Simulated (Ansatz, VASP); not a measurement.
One calculation of SnO2, two programs

INCAR

```
PREC = Accurate
ENCUT = 520
EDIFF = 1E-7
ISMEAR = 0
SIGMA = 0.05
LREAL = F
LASPH = T
NELM = 60
ALGO = Normal
ISIF = 2
LWAVE = F
LCHARG = F
GGA = PE
NBANDS = 35
```

KPOINTS

```
regular mesh
0
Gamma
  6 6 8
```

Contents of POSCAR:

```
SnO2
1.0
    4.8804606745      0.0000000000      0.0000000000
    0.0000000000      4.8804744875      0.0000000000
    0.0000000000      0.0000000000      3.1683950699
Sn O
2 4
Direct
    0.5000000000      0.5000000000      0.5000000000
    0.0000000000      0.0000000000      0.0000000000
    0.2992491604      0.2993070528      0.0000000000
    0.7992491604      0.2006929472      0.5000000000
    0.2007508396      0.7993070528      0.5000000000
    0.7007508396      0.7006929472      0.0000000000
```

Input for Ansatz:

```yaml
crystal:
  lattice:
    - [4.8804606745, 0.0, 0.0]
    - [0.0, 4.8804744875, 0.0]
    - [0.0, 0.0, 3.1683950699]
  atoms:
    - { symbol: Sn, position: [0.5, 0.5, 0.5] }
    - { symbol: Sn, position: [0.0, 0.0, 0.0] }
    - { symbol: O, position: [0.2992491604, 0.2993070528, 0.0] }
    - { symbol: O, position: [0.7992491604, 0.2006929472, 0.5] }
    - { symbol: O, position: [0.2007508396, 0.7993070528, 0.5] }
    - { symbol: O, position: [0.7007508396, 0.7006929472, 0.0] }
basis:
  ecutwfc: 520.0
kpoints:
  mp_grid: { grid: [6, 6, 8] }
hamiltonian:
  xc: pbe
  pseudopotentials: { kind: paw, azcp: { folder: soft_1 } }
scf:
  occupations: { method: gaussian, width: 0.05 }
output:
  forces: true
  stress: true
  eigenvalues: true
```

Alike in both runs: task single point; functional PBE; k mesh 6 × 6 × 8; occupations gaussian, width 0.05 eV; no spin polarisation.

|  | VASP | Ansatz |
| --- | --- | --- |
| version | VASP 6.6.1 | Ansatz 0.2.0 |
| potentials or method | VASP PAW PBE potentials, release 64 (Sn_d, O), cutoff 520 eV | scalar-relativistic, plane waves, PAW |
| valence electrons in the cell | 52 | 52 |

```tsv
	VASP	Ansatz	Ansatz less VASP
gap on the k mesh at the Fermi level (eV)	0.56	0.58	+0.015
least direct gap on the mesh (eV)	0.56	0.58	+0.015
pressure (GPa)	0.4	-0.2	-0.59
traceless stress, the component that is largest in VASP (GPa)	3.91	3.78	-0.131
rms of the force components (eV/Å)	0.415	0.421	+0.0059
```

Atom by atom the forces differ by 0.006 eV/Å (rms over components). With one functional, cell and mesh, what is left measures potentials, basis and numerics.
